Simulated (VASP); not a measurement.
Set up this calculation in VASP 6.6.1, as the native input.

```yaml
Task: single point
Functional: PBE
Potentials_or_basis: VASP PAW PBE potentials, release 64 (V_sv)
Cutoff: 520 eV
k_mesh: 20 × 20 × 20
Occupations: gaussian, width 0.1 eV
Spin: no spin polarisation
Dipole_correction: no
Further_INCAR_settings: ALGO = Fast; EDIFF = 1e-06; NBANDS = 12
```

The structure of V lies in POSCAR:

```
V
1.0
   -1.5469859776      1.5469859776      1.5469859776
    1.5469859776     -1.5469859776      1.5469859776
    1.5469859776      1.5469859776     -1.5469859776
V
1
Direct
    0.0000000000      0.0000000000      0.0000000000
```

The input as run:

INCAR

```
PREC = Accurate
ENCUT = 520
EDIFF = 1E-6
ISMEAR = 0
SIGMA = 0.1
LREAL = False
LASPH = True
NELM = 100
ALGO = Fast
ISIF = 2
LWAVE = False
LCHARG = True
GGA = PE
LELF = True
LVHAR = True
NBANDS = 12
```

KPOINTS

```
Automatic mesh
0
Gamma
  20 20 20
```

Potentials or basis: VASP PAW PBE potentials, release 64 (V_sv).

Command:

```sh
$ cat potpaw_PBE.64/V_sv/POTCAR > POTCAR
$ mpirun -np 1 vasp_std > vasp.out
```

Results of the run:

* Pressure: -14.4 GPa
* Band gap on the k mesh: zero (an odd number of electrons rules out a gap without spin polarisation)

Caveat: the cell stands under tension.

It took 48 s on 1 thread of Intel Xeon 8259CL, with other jobs on the host, peak memory 0.16 GiB.
